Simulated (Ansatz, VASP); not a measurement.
## RbP2O5: VASP beside Ansatz

File INCAR:

```
SYSTEM = RbP2O5
PREC = Accurate
ENCUT = 520
EDIFF = 1E-6
ISMEAR = 0
SIGMA = 0.1
LREAL = .False.
LASPH = .True.
NELM = 150
ALGO = Normal
ISIF = 2
LWAVE = .False.
LCHARG = .True.
ISPIN = 2
MAGMOM = 0 0 0 1 1 1 1 1
LORBIT = 11
GGA = PE
LELF = .True.
LVHAR = .True.
NBANDS = 38
```

Contents of KPOINTS:

```
Automatic mesh
0
Gamma
  6 6 6
  0 0 0
```

POSCAR

```
RbP2O5
1.0
    5.6589368600      0.0000000000      0.0000000000
   -2.8294684300      4.9007830800      0.0000000000
    0.0000000000      0.0000000000      3.2698627500
Rb P O
1 2 5
Direct
    0.0000000000      0.0000000000      0.0833000000
    0.3333333300      0.6666666700      0.5000000000
    0.6666666700      0.3333333300      0.5000000000
    0.3333333300      0.6666666700      0.9831453100
    0.0000000000      0.5000000000      0.6070381300
    0.5000000000      0.5000000000      0.6070381300
    0.5000000000      0.0000000000      0.6070381300
    0.6666666700      0.3333333300      0.9831453100
```

Input for Ansatz:

```yaml
crystal:
  lattice:
    - [5.65893686, 0.0, 0.0]
    - [-2.82946843, 4.90078308, 0.0]
    - [0.0, 0.0, 3.26986275]
  atoms:
    - { symbol: Rb, position: [0.0, 0.0, 0.0833] }
    - { symbol: P, position: [0.33333333, 0.66666667, 0.5] }
    - { symbol: P, position: [0.66666667, 0.33333333, 0.5] }
    - { symbol: O, position: [0.33333333, 0.66666667, 0.98314531], spin: 1.0 }
    - { symbol: O, position: [0.0, 0.5, 0.60703813], spin: 1.0 }
    - { symbol: O, position: [0.5, 0.5, 0.60703813], spin: 1.0 }
    - { symbol: O, position: [0.5, 0.0, 0.60703813], spin: 1.0 }
    - { symbol: O, position: [0.66666667, 0.33333333, 0.98314531], spin: 1.0 }
basis:
  ecutwfc: 420
kpoints:
  mp_grid: { grid: [6, 6, 6] }
hamiltonian:
  xc: pbe
scf:
  occupations: { method: gaussian, width: 0.1 }
  lower_state_search: "off"
output:
  forces: true
  stress: true
  eigenvalues: true
  populations: true
magnetization:
  spin_polarized: true
```

Alike in both runs: task single point; functional PBE; k mesh 6 × 6 × 6; occupations gaussian, width 0.1 eV; collinear spin.

|  | VASP | Ansatz |
| --- | --- | --- |
| version | VASP 6.6.1 | Ansatz 0.2.0 |
| potentials or method | VASP PAW PBE potentials, release 64 (Rb_sv, P, O), cutoff 520 eV | scalar-relativistic, plane waves, PAW |
| valence electrons in the cell | 49 | 49 |

Ansatz gave:

| Property | Result |
| --- | --- |
| gap on the k mesh at the Fermi level (eV) | none |
| rms of the force components (eV/Å) | 2.995 |
| net moment per atom (μB) | 0.00 |

**Question.** Which values does VASP return?

**Answer.** gap on the k mesh at the Fermi level (eV): none; rms of the force components (eV/Å): 3.002; net moment per atom (μB): 0.00.

Atom by atom the forces differ by 0.016 eV/Å (rms over components). A gap of «none» marks a metal or a gap that the smearing closes. The functional is the same, so the differences come from potentials, cutoffs and numerics. Ansatz's warnings: filled band counts differ across k points, seeded moment not kept.
